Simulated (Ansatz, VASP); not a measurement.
## Ce3HfO8 in VASP and in Ansatz

File INCAR:

```
SYSTEM = Ce3HfO8
PREC     = Accurate       ! precision mode
ENCUT    = 520            ! plane-wave cutoff, eV
EDIFF    = 1E-7           ! SCF threshold, eV
ISMEAR   = 0              ! smearing method
SIGMA    = 0.1            ! smearing width, eV
LREAL    = .False.        ! projectors in reciprocal space
LASPH    = .True.         ! aspherical terms in the spheres
NELM     = 60             ! most SCF steps
ALGO     = Normal         ! electronic algorithm
ISIF     = 2              ! what is computed and relaxed
LWAVE    = .False.        ! write WAVECAR
LCHARG   = .False.        ! write CHGCAR
GGA      = PE             ! functional
NBANDS   = 59             ! bands
```

File KPOINTS:

```
regular mesh
0
Gamma
  4 4 4
  0 0 0
```

File POSCAR:

```
Ce3HfO8
1.0
    5.6882908900      0.0000000000      0.0000000000
    0.0000000000      5.6882908900      0.0000000000
    0.0000000000      0.0000000000      5.6882908900
Ce Hf O
3 1 8
Direct
    0.5000000000      0.0000000000      0.5000000000
    0.5000000000      0.5000000000      0.0000000000
    0.0000000000      0.5000000000      0.5000000000
    0.0000000000      0.0000000000      0.0000000000
    0.7500000000      0.2500000000      0.7500000000
    0.2500000000      0.2500000000      0.2500000000
    0.7500000000      0.7500000000      0.2500000000
    0.2500000000      0.7500000000      0.7500000000
    0.2500000000      0.7500000000      0.2500000000
    0.7500000000      0.7500000000      0.7500000000
    0.2500000000      0.2500000000      0.7500000000
    0.7500000000      0.2500000000      0.2500000000
```

Input for Ansatz:

```yaml
crystal:
  lattice:
    - [5.68829089, 0.0, 0.0]
    - [0.0, 5.68829089, 0.0]
    - [0.0, 0.0, 5.68829089]
  atoms:
    - { symbol: Ce, position: [0.5, 0.0, 0.5] }
    - { symbol: Ce, position: [0.5, 0.5, 0.0] }
    - { symbol: Ce, position: [0.0, 0.5, 0.5] }
    - { symbol: Hf, position: [0.0, 0.0, 0.0] }
    - { symbol: O, position: [0.75, 0.25, 0.75] }
    - { symbol: O, position: [0.25, 0.25, 0.25] }
    - { symbol: O, position: [0.75, 0.75, 0.25] }
    - { symbol: O, position: [0.25, 0.75, 0.75] }
    - { symbol: O, position: [0.25, 0.75, 0.25] }
    - { symbol: O, position: [0.75, 0.75, 0.75] }
    - { symbol: O, position: [0.25, 0.25, 0.75] }
    - { symbol: O, position: [0.75, 0.25, 0.25] }
basis:
  ecutwfc: 420
kpoints:
  mp_grid: { grid: [4, 4, 4] }
hamiltonian:
  xc: pbe
scf:
  occupations: { method: gaussian, width: 0.1 }
  lower_state_search: "off"
output:
  forces: true
  stress: true
  eigenvalues: true
```

Alike in both runs: task single point; functional PBE; k mesh 4 × 4 × 4; occupations gaussian, width 0.1 eV; no spin polarisation.

```csv
,VASP,Ansatz
version,VASP 6.6.1,Ansatz 0.2.0
potentials or method,"VASP PAW PBE potentials, release 64 (Ce, Hf_pv, O), cutoff 520 eV","scalar-relativistic, plane waves, PAW"
valence electrons in the cell,94,110
```

|  | VASP | Ansatz | Ansatz less VASP |
| --- | --- | --- | --- |
| gap on the k mesh at the Fermi level (eV) | 1.47 | 1.49 | +0.015 |
| least direct gap on the mesh (eV) | 1.51 | 1.53 | +0.013 |
| pressure (GPa) | -22.2 | -21.9 | +0.36 |

With one functional, cell and mesh, what is left measures potentials, basis and numerics. VASP's potentials hold 94 valence electrons a cell and Ansatz's 110, so a difference there can come from the potentials and not from the codes.

Spin-orbit coupling is off throughout.
